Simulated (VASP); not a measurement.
# ZrB2 (P6/mmm) in VASP: notebook

Runs on ZrB2. Level: PBE. Tasks: single point.

Program: VASP 6.6.1. These are calculated values, not measurements. Logs are shortened: lines on timing, memory, paths and dates and some standing lists are left out, and cuts for length are marked.

### 1 The cell of the first run

Symmetry: P6/mmm, No. 191, hexagonal system. Conventional cell: a = 3.165 Å, b = 3.165 Å, c = 3.520 Å, α = 90.00°, β = 90.00°, γ = 120.00°. Zr (site symmetry 6/mmm) has 12 B at 2.54 Å and 6 Zr at 3.16 Å within 3.3 Å. B (site symmetry -6m2) has 3 B at 1.83 Å within 2.4 Å.

### 2 Single point, PBE

INCAR reads:

```
  PREC = Accurate
  ENCUT = 520
  EDIFF = 1E-7
  ISMEAR = 0
  SIGMA = 0.1
  LREAL = False
  LASPH = True
  NELM = 80
  ALGO = Normal
  ISIF = 2
  LWAVE = False
  LCHARG = True
  GGA = PE
  LELF = True
  LVHAR = True
  NBANDS = 16
```

KPOINTS reads:

```
regular mesh
0
Gamma
  6 6 6
```

POSCAR reads:

```
ZrB2
1.0
    3.1649997100      0.0000000000      0.0000000000
   -1.5824998600      2.7409701500      0.0000000000
    0.0000000000      0.0000000000      3.5199999800
Zr B
1 2
Direct
    0.0000000000      0.0000000000      0.0000000000
    0.3333333300      0.6666666700      0.5000000000
    0.6666666700      0.3333333300      0.5000000000
```

Potentials or basis: VASP PAW PBE potentials, release 64 (Zr_sv, B).

Run with:

```console
cat potpaw_PBE.64/Zr_sv/POTCAR potpaw_PBE.64/B/POTCAR > POTCAR
mpirun -np 1 vasp_std > vasp.out
```

OUTCAR:

```text
PREC = Accurate
   ENCUT = 520
   EDIFF = 1E-7
   ISMEAR = 0
   LREAL = False
   LASPH = True
   NELM = 80
   ISIF = 2
   GGA = PE

 ion  position               nearest neighbor table
   1  0.000  0.000  0.000-   2 2.54   3 2.54   2 2.54   3 2.54   3 2.54   3 2.54   2 2.54   2 2.54
                             3 2.54   3 2.54   2 2.54   2 2.54
   2  0.333  0.667  0.500-   3 1.83   3 1.83   3 1.83   1 2.54   1 2.54   1 2.54   1 2.54   1 2.54
                             1 2.54
   3  0.667  0.333  0.500-   2 1.83   2 1.83   2 1.83   1 2.54   1 2.54   1 2.54   1 2.54   1 2.54
                             1 2.54

  LATTYP: Found a hexagonal cell.
 ALAT       =     3.1649997100
 C/A-ratio  =     1.1121643926

  Lattice vectors:

 A1 = (   3.1649997100,   0.0000000000,   0.0000000000)
 A2 = (  -1.5824998600,   2.7409701500,   0.0000000000)
 A3 = (   0.0000000000,   0.0000000000,   3.5199999800)

Analysis of symmetry for initial positions (statically):
=====================================================================
 Subroutine PRICEL returns:
 Original cell was already a primitive cell.

 Routine SETGRP: Setting up the symmetry group for a
 hexagonal supercell.

 Subroutine GETGRP returns: Found 24 space group operations
 (whereof 24 operations were pure point group operations)
 out of a pool of 24 trial point group operations.

The static configuration has the point symmetry D_6h.

Analysis of symmetry for dynamics (positions and initial velocities):
=====================================================================
 Subroutine PRICEL returns:
 Original cell was already a primitive cell.

 Routine SETGRP: Setting up the symmetry group for a
 hexagonal supercell.

 Subroutine GETGRP returns: Found 24 space group operations
 (whereof 24 operations were pure point group operations)
 out of a pool of 24 trial point group operations.

The dynamic configuration has the point symmetry D_6h.

 Subroutine INISYM returns: Found 24 space group operations
 (whereof 24 operations are pure point group operations),
 and found     1 'primitive' translations

----------------------------------------------------------------------------------------

                                     Primitive cell

  volume of cell :      30.5366

  direct lattice vectors                    reciprocal lattice vectors
     3.164999710  0.000000000  0.000000000     0.315955795  0.182417164  0.000000000
    -1.582499860  2.740970150  0.000000000     0.000000000  0.364834327  0.000000000
     0.000000000  0.000000000  3.519999980     0.000000000  0.000000000  0.284090911

  length of vectors
     3.164999710  3.164999711  3.519999980     0.364834327  0.364834327  0.284090911

  position of ions in fractional coordinates (direct lattice)
     0.000000000  0.000000000  0.000000000
     0.333333330  0.666666670  0.500000000
     0.666666670  0.333333330  0.500000000

  ion indices of the primitive-cell ions
   primitive index   ion index
                 1           1
                 2           2
                 3           3

----------------------------------------------------------------------------------------

 KPOINTS: regular mesh

Automatic generation of k-mesh.
 Grid dimensions read from file:
 generate k-points for:    6    6    6

 Generating k-lattice:

  Cartesian coordinates                     Fractional coordinates (reciprocal lattice)
     0.052659299  0.030402861  0.000000000     0.166666667  0.000000000  0.000000000
     0.000000000  0.060805721  0.000000000     0.000000000  0.166666667  0.000000000
     0.000000000  0.000000000  0.047348485     0.000000000  0.000000000  0.166666667

  Length of vectors
     0.060805721  0.060805721  0.047348485

  Shift w.r.t. Gamma in fractional coordinates (k-lattice)
     0.000000000  0.000000000  0.000000000

 Subroutine IBZKPT returns following result:
 ===========================================

 Found     28 irreducible k-points:

 Following reciprocal coordinates:
            Coordinates               Weight
  0.000000  0.000000  0.000000      1.000000
  0.166667 -0.000000  0.000000      6.000000
  0.333333 -0.000000  0.000000      6.000000
  0.500000 -0.000000  0.000000      3.000000
  0.166667  0.166667  0.000000      6.000000
  0.333333  0.166667  0.000000     12.000000
[... 16 lines left out ...]
  0.166667 -0.000000  0.500000      6.000000
  0.333333 -0.000000  0.500000      6.000000
 [... further k-points ...]
   k-points           NKPTS =     28   k-points in BZ     NKDIM =     28   number of bands    NBANDS=     16
   number of dos      NEDOS =    301   number of ions     NIONS =      3
   total plane-waves  NPLWV =  16128
   dimension x,y,z NGX =    24 NGY =   24 NGZ =   28
   dimension x,y,z NGXF=    48 NGYF=   48 NGZF=   56
   ions per type =               1   2
   NGX,Y,Z   is equivalent  to a cutoff of  12.61, 12.61, 13.22 a.u.
   NGXF,Y,Z  is equivalent  to a cutoff of  25.21, 25.21, 26.45 a.u.
 SYSTEM =  unknown system
   PREC   = accura    normal or accurate (medium, high low for compatibility)
   ISTART =      0    job   : 0-new  1-cont  2-samecut
   ICHARG =      2    charge: 1-file 2-atom 10-const
   ISPIN  =      1    spin polarized calculation?
   LNONCOLLINEAR =      F non collinear calculations
   LSORBIT =      F    spin-orbit coupling
   LASPH  =      T    aspherical Exc in radial PAW
   ENCUT  =  520.0 eV  38.22 Ry    6.18 a.u.   5.88  5.88  6.54*2*pi/ulx,y,z
   NELM   =     80;   NELMIN=  2; NELMDL= -5     # of ELM steps
   EDIFF  = 0.1E-06   stopping-criterion for ELM
   LREAL  =      F    real-space projection
   EDIFFG = 0.1E-05   stopping-criterion for IOM
   NSW    =      0    number of steps for IOM
   IBRION =     -1    ionic relax: 0-MD 1-quasi-New 2-CG
   NFREE  =      0    steps in history (QN), initial steepest desc. (CG)
   ISIF   =      2    stress and relaxation
   ISYM   =      2    0-nonsym 1-usesym 2-fastsym
   POTIM  = 0.5000    time-step for ionic-motion
   TEBEG  =    0.0;   TEEND  =   0.0 temperature during run
   PSTRESS=    0.0 pullay stress
   NELECT =      18.0000    total number of electrons
   NUPDOWN=      -1.0000    fix difference up-down
   EMIN   =  10.00;   EMAX   =-10.00  energy-range for DOS
   EFERMI =   0.00;   METHOD = LEGACY
   ISMEAR =     0;   SIGMA  =   0.10  broadening in eV -4-tet -1-fermi 0-gaus
   EFERMI_NEDOS =   21; number of points for ismear=-14 and -15
   IALGO  =     38    algorithm
   IMIX   =      4    mixing-type and parameters
     AMIX     =   0.40;   BMIX     =  1.00
     AMIX_MAG =   1.60;   BMIX_MAG =  1.00
  volume/ion in A,a.u.               =      10.18        68.69
  Fermi-wavevector in a.u.,A,eV,Ry     =   1.372647  2.593926 25.635541  1.884159
  Thomas-Fermi vector in A             =   2.498235
   LORBIT       =      0    0 simple, 1 ext, 2 COOP (PROOUT), +10 PAW based schemes
   GGA     = PE    functional components
   LHFCALC =     F    Hartree Fock is set to
   AEXX    =    0.0000 exact exchange contribution
   IVDW    =     0    specifies the selected vdW correction
   LEPSILON=     F    determine dielectric tensor
   LRPA    =     F    only Hartree local field effects (RPA)
 non-spin polarized calculation
 Gauss-broadening in eV      SIGMA  =   0.10
  energy-cutoff  :      520.00
  volume of cell :       30.54
 maximum number of plane-waves:       840
 NGX is ok and might be reduce to    24

 number of electron      18.0000000 magnetization

 Free energy of the ion-electron system (eV)
  ---------------------------------------------------
  ext. energy  EPLUGINS =         0.00000000
  ---------------------------------------------------
  free energy    TOTEN  =       -24.92425997 eV

  energy without entropy =      -24.91938933  energy(sigma->0) =      -24.92182465

 E-fermi :  10.2252     XC(G=0): -12.4761

 val. band max:       10.1256042016   @ k =   0.1667   0.1667   0.1667
 cond. band min:      10.2743216524   @ k =   0.1667   0.1667   0.1667
 fundamental gap:      0.1487174508
 Fermi energy:        10.2252050327

 k-point     1 :       0.0000    0.0000    0.0000
  band No.  band energies     occupation
      1     -37.9971      2.00000
      2     -16.2035      2.00000
      3     -15.6199      2.00000
      4     -15.6199      2.00000
      5      -2.1630      2.00000
      6       7.9437      2.00000
[... 8 lines left out ...]
     15      15.7496      0.00000
     16      15.7496      0.00000

 k-point     2 :       0.1667   -0.0000    0.0000
  band No.  band energies     occupation
      1     -37.9677      2.00000
      2     -16.1597      2.00000
      3     -15.8728      2.00000
      4     -15.6752      2.00000
      5      -1.6195      2.00000
      6       6.5711      2.00000
[... 8 lines left out ...]
     15      17.4008      0.00000
     16      17.5241      0.00000

 k-point     3 :       0.3333   -0.0000    0.0000
  band No.  band energies     occupation
      1     -37.9083      2.00000
      2     -16.3485      2.00000
      3     -16.0710      2.00000
      4     -15.7837      2.00000
      5      -0.1862      2.00000
      6       4.1918      2.00000
[... 8 lines left out ...]
     15      18.9222      0.00000
     16      20.6308      0.00000

 k-point     4 :       0.5000   -0.0000    0.0000
  band No.  band energies     occupation
      1     -37.8783      2.00000
      2     -16.5735      2.00000
      3     -16.0260      2.00000
      4     -15.8370      2.00000
      5       1.6031      2.00000
      6       2.0797      2.00000
[... 8 lines left out ...]
     15      18.3706      0.00000
     16      20.6645      0.00000

 k-point     5 :       0.1667    0.1667    0.0000
  band No.  band energies     occupation
      1     -37.9233      2.00000
      2     -16.1867      2.00000
      3     -16.0934      2.00000
      4     -15.8070      2.00000
      5      -0.6277      2.00000
      6       5.1699      2.00000
[... 8 lines left out ...]
     15      17.8249      0.00000
     16      19.0717      0.00000

 k-point     6 :       0.3333    0.1667    0.0000
  band No.  band energies     occupation
      1     -37.8783      2.00000
      2     -16.4553      2.00000
      3     -16.0262      2.00000
      4     -15.9694      2.00000
      5       1.1040      2.00000
      6       3.2444      2.00000
[... 8 lines left out ...]
     15      19.5346      0.00000
     16      20.1812      0.00000

 k-point     7 :       0.3333    0.3333    0.0000
  band No.  band energies     occupation
      1     -37.8633      2.00000
      2     -16.2888      2.00000
      3     -16.2888      2.00000
      4     -16.0037      2.00000
      5       2.8064      2.00000
      6       2.8064      2.00000
[... 8 lines left out ...]
     15      22.2283      0.00000
     16      22.2283      0.00000

 k-point     8 :       0.0000    0.0000    0.1667
  band No.  band energies     occupation
      1     -37.9921      2.00000
      2     -16.3010      2.00000
      3     -15.6132      2.00000
      4     -15.6132      2.00000
      5      -1.7592      2.00000
      6       6.3257      2.00000
[... 8 lines left out ...]
     15      17.7752      0.00000
     16      17.7752      0.00000

 k-point     9 :       0.1667   -0.0000    0.1667
  band No.  band energies     occupation
      1     -37.9628      2.00000
      2     -16.2530      2.00000
      3     -15.8625      2.00000
      4     -15.6677      2.00000
      5      -1.2730      2.00000
      6       6.3510      2.00000
[... 8 lines left out ...]
     15      17.4620      0.00000
     16      18.6093      0.00000
[... 172 lines left out ...]
 k-point    19 :       0.1667    0.1667    0.3333
  band No.  band energies     occupation
      1     -37.9088      2.00000
      2     -16.3464      2.00000
      3     -16.1461      2.00000
      4     -15.7792      2.00000
      5       0.0461      2.00000
      6       5.2396      2.00000
[... 8 lines left out ...]
     15      18.5238      0.00000
     16      19.7458      0.00000

 k-point    20 :       0.3333    0.1667    0.3333
  band No.  band energies     occupation
      1     -37.8643      2.00000
      2     -16.4086      2.00000
      3     -16.2563      2.00000
      4     -15.9358      2.00000
      5       0.9313      2.00000
      6       3.2555      2.00000
[... 8 lines left out ...]
     15      19.5148      0.00000
     16      20.1825      0.00000

 k-point    21 :       0.3333    0.3333    0.3333
  band No.  band energies     occupation
      1     -37.8495      2.00000
      2     -16.2460      2.00000
      3     -16.2460      2.00000
      4     -16.2270      2.00000
      5       2.0408      2.00000
      6       2.0408      2.00000
[... 8 lines left out ...]
     15      18.2647      0.00000
     16      20.9025      0.00000

 k-point    22 :       0.0000    0.0000    0.5000
  band No.  band energies     occupation
      1     -37.9768      2.00000
      2     -16.5801      2.00000
      3     -15.5929      2.00000
      4     -15.5929      2.00000
      5      -0.1034      2.00000
      6       3.6266      2.00000
[... 8 lines left out ...]
     15      17.8295      0.00000
     16      21.3984      0.00000

 k-point    23 :       0.1667   -0.0000    0.5000
  band No.  band energies     occupation
      1     -37.9478      2.00000
      2     -16.5191      2.00000
      3     -15.8337      2.00000
      4     -15.6449      2.00000
      5       0.0036      2.00000
      6       4.4040      2.00000
[... 8 lines left out ...]
     15      18.7951      0.00000
     16      20.7706      0.00000

 k-point    24 :       0.3333   -0.0000    0.5000
  band No.  band energies     occupation
      1     -37.8892      2.00000
      2     -16.3944      2.00000
      3     -16.2898      2.00000
      4     -15.7471      2.00000
      5       0.3363      2.00000
      6       4.6963      2.00000
[... 8 lines left out ...]
     15      19.1307      0.00000
     16      22.2332      0.00000

 [... further k-points ...]
[... 5 lines left out ...]
  --------------------------------------------------------------------------------------
  -------------------------------------------------------------------------------------
  Total        0.5611522      0.5611522      0.4710347     -0.0000000      0.0000000      0.0000000
  in kB       29.4422256     29.4422256     24.7139884     -0.0000001      0.0000000      0.0000000
  external PRESSURE =      27.8661466 kB  Pullay stress =       0.0000000 kB

 VOLUME and BASIS-vectors are now :
 -----------------------------------------------------------------------------
  energy-cutoff  :      520.00
  volume of cell :       30.54
      direct lattice vectors                 reciprocal lattice vectors
     3.164999710  0.000000000  0.000000000     0.315955795  0.182417164  0.000000000
    -1.582499860  2.740970150  0.000000000     0.000000000  0.364834327  0.000000000
     0.000000000  0.000000000  3.519999980     0.000000000  0.000000000  0.284090911

 POSITION                                       TOTAL-FORCE (eV/Angst)
 -----------------------------------------------------------------------------------
      0.00000      0.00000      0.00000        -0.000000      0.000000     -0.000000
     -0.00000      1.82731      1.76000        -0.000000      0.000000     -0.000000
      1.58250      0.91366      1.76000         0.000000     -0.000000      0.000000
 -----------------------------------------------------------------------------------
    total drift:                                0.000000     -0.000000     -0.000000

  FREE ENERGIE OF THE ION-ELECTRON SYSTEM (eV)
  ---------------------------------------------------
  free  energy   TOTEN  =       -24.9242599735 eV

  energy  without entropy=      -24.9193893320  energy(sigma->0) =      -24.92182465
```

Wall time 8 s (1 thread of Intel Xeon Platinum 8488C (Sapphire Rapids), shared host); peak memory 0.14 GiB.

What came out:

| Item | Value |
| --- | --- |
| Free energy | -24.9243 eV |
| Pressure | 2.8 GPa |
| Band gap on the k mesh | zero (band 9 reaches 11.35 eV, above the bottom of band 10 at 10.27 eV) |

Stress tensor (GPa, compression positive):
```
2.94 0.00 0.00
0.00 2.94 0.00
0.00 0.00 2.47
```

Levels at points of the mesh, in eV from the Fermi level:
```
           k point  band 6  band 7  band 8  band 9  band 10  band 11  band 12  band 13
(0.00, 0.00, 0.00)   -2.28   -2.28   -2.21   -1.96     3.81     3.81     4.61     4.61
(0.50, 0.00, 0.00)   -8.15   -3.53   -2.70   -2.32     2.62     2.70     5.35     5.42
(0.00, 0.00, 0.50)   -6.60   -0.61   -0.61    0.68     0.68     1.18     1.18     2.26
(0.50, 0.00, 0.50)   -6.63   -4.28   -3.77   -1.62     4.17     4.47     5.73     6.70
```

Caveat: the k points lie up to 0.38 Å⁻¹ apart.

### 3 Single point, PBE

This run uses another cell than the first one: it holds 6 atoms, not 3.

INCAR reads:

```
SYSTEM = ZrB2
PREC = Accurate
ENCUT = 520
EDIFF = 1E-7
ISMEAR = 0
SIGMA = 0.2
LREAL = .False.
LASPH = .True.
NELM = 80
ALGO = Normal
ISIF = 2
LWAVE = .False.
LCHARG = .False.
GGA = PE
NBANDS = 27
```

KPOINTS reads:

```
Automatic mesh
0
Gamma
  6 6 4
  0 0 0
```

POSCAR reads:

```
ZrB2
1.0
    3.1716352898      0.0000000029      0.0000000000
   -1.5858176474      2.7467167310      0.0000000000
    0.0000000000      0.0000000000      7.0815080688
Zr B
2 4
Direct
    0.0000000000      0.0000000000      0.0000000000
    0.0000000000      0.0000000000      0.5000000000
    0.3333333333      0.6666666667      0.2500000000
    0.3333333333      0.6666666667      0.7500000000
    0.6666666667      0.3333333333      0.2500000000
    0.6666666667      0.3333333333      0.7500000000
```

Potentials or basis: VASP PAW PBE potentials, release 64 (Zr_sv, B).

Run with:

```console
cat potpaw_PBE.64/Zr_sv/POTCAR potpaw_PBE.64/B/POTCAR > POTCAR
mpirun -np 1 vasp_std > vasp.out
```

Wall time 24 s (1 thread of Intel Xeon Platinum 8488C (Sapphire Rapids), shared host); peak memory 0.18 GiB.

The run converged. Its results:

| Quantity | Value |
| --- | --- |
| Free energy | -49.9177 eV |
| Pressure | 0.3 GPa |
| Band gap on the k mesh | zero (band 18 reaches 11.07 eV, above the bottom of band 19 at 10.20 eV) |

Stress tensor (GPa, compression positive):
```
 0.62  0.00  0.00
 0.00  0.62  0.00
 0.00  0.00 -0.47
```

Levels at points of the mesh, in eV from the Fermi level:
```csv
k point,band 16,band 17,band 18,band 19,band 20,band 21
"(0.00, 0.00, 0.00)",-0.65,-0.65,0.66,0.66,1.10,1.10
"(0.50, 0.00, 0.00)",-2.74,-2.35,-1.69,2.53,2.61,4.02
"(0.00, 0.00, 0.50)",-1.73,0.38,0.38,1.62,1.62,1.62
"(0.50, 0.00, 0.50)",-2.67,-2.54,-2.54,1.83,1.83,4.47
```

Caveat: the k points lie up to 0.38 Å⁻¹ apart.
